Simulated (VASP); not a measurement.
Runs of VASP 6.6.1 on CaSe. The structure is that of space group I-4m2 (No. 119), or close to it. The cells are those of the table. 

```tsv
cell	gap on the mesh (eV)	pressure (GPa)
a = 4.575, b = 4.575, c = 4.667 Å, angles 59.3, 59.3, 61.3°, 2 atoms	3.23	1.3
a = 4.582, b = 4.582, c = 4.854 Å, angles 58.0, 58.0, 64.0°, 2 atoms	2.99	-0.2
a = 4.682, b = 4.682, c = 4.294 Å, angles 62.7, 62.7, 54.6°, 2 atoms	2.98	2.8
a = 4.582, b = 4.582, c = 4.294 Å, angles 62.1, 62.1, 55.9°, 2 atoms	3.17	(a)
a = 4.484, b = 4.484, c = 4.667 Å, angles 58.6, 58.6, 62.7°, 2 atoms	3.30	2.9
a = 4.682, b = 4.682, c = 5.040 Å, angles 57.4, 57.4, 65.1°, 2 atoms	2.71	-2.5
a = 4.857, b = 4.857, c = 4.667 Å, angles 61.3, 61.3, 57.4°, 2 atoms	2.79	-2.3
a = 4.857, b = 4.857, c = 5.040 Å, angles 58.7, 58.7, 62.5°, 2 atoms	2.60	(b)
```

Alike in all rows: task single point; level PBE; potentials or basis VASP PAW PBE potentials, release 64 (Ca_sv, Se); no spin polarisation; k mesh 6 × 6 × 6; cutoff (eV) 520; smearing gaussian 0.05 eV.

Task: Fill in the values left out.

Result: (a) 4.8; (b) -3.8.

Caveats: the cell stands under pressure (at least some runs); the cell stands under tension (at least some runs).

A k mesh can miss the band edges, and the runs leave out spin-orbit coupling on Se.
